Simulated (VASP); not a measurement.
Set up this calculation in VASP 6.6.1, as the native input.

```
Task                   : single point
Functional             : PBEsol
Potentials or basis    : VASP PAW PBE potentials, release 64 (P)
Cutoff                 : 520 eV
k mesh                 : 16 × 16 × 4
Occupations            : fermi-dirac, width 0.1 eV
Spin                   : no spin polarisation
Dipole correction      : no
Further INCAR settings : ALGO = Normal; EDIFF = 1e-06; NBANDS = 18
```

The structure of P lies in POSCAR:

```
P
1.0
    2.5347292066      0.0000000000      0.0000000000
   -1.2673646033      2.1951398847      0.0000000000
    0.0000000000      0.0000000000      9.3180630856
P
4
Direct
    0.0000000000      1.0000000000      0.0000000000
    0.0000000000      0.0000000000      0.5000000000
    0.3333333333      0.6666666667      0.2500000000
    0.6666666667      0.3333333333      0.7500000000
```

This cell differs from its parent crystal: volume scaled by 0.92.

The input as run:

INCAR

```
SYSTEM = P
  PREC = Accurate
  ENCUT = 520
  EDIFF = 1E-6
  ISMEAR = -1
  SIGMA = 0.1
  LREAL = .False.
  LASPH = .True.
  NELM = 100
  ALGO = Normal
  ISIF = 2
  LWAVE = .False.
  LCHARG = .False.
  GGA = PS
  NBANDS = 18
```

KPOINTS

```
regular mesh
0
Gamma
  16 16 4
  0 0 0
```

Potentials or basis: VASP PAW PBE potentials, release 64 (P).

The run is started by

```bash
$ cat potpaw_PBE.64/P/POTCAR > POTCAR
$ mpirun -np 1 vasp_std > vasp.out
```

Results of the run:

```yaml
Pressure: 10.1 GPa
Band_gap_on_the_k_mesh: zero (band 10 reaches 19.06 eV, above the bottom of band 11 at 7.61 eV)
```

Caveat: the PAW data sets were made with another functional, which shifts forces and pressure a little.

It took 45 s on 1 thread of Intel(R) Xeon(R) Platinum 8488C (Sapphire Rapids), with other jobs on the host, peak memory 0.2 GiB.
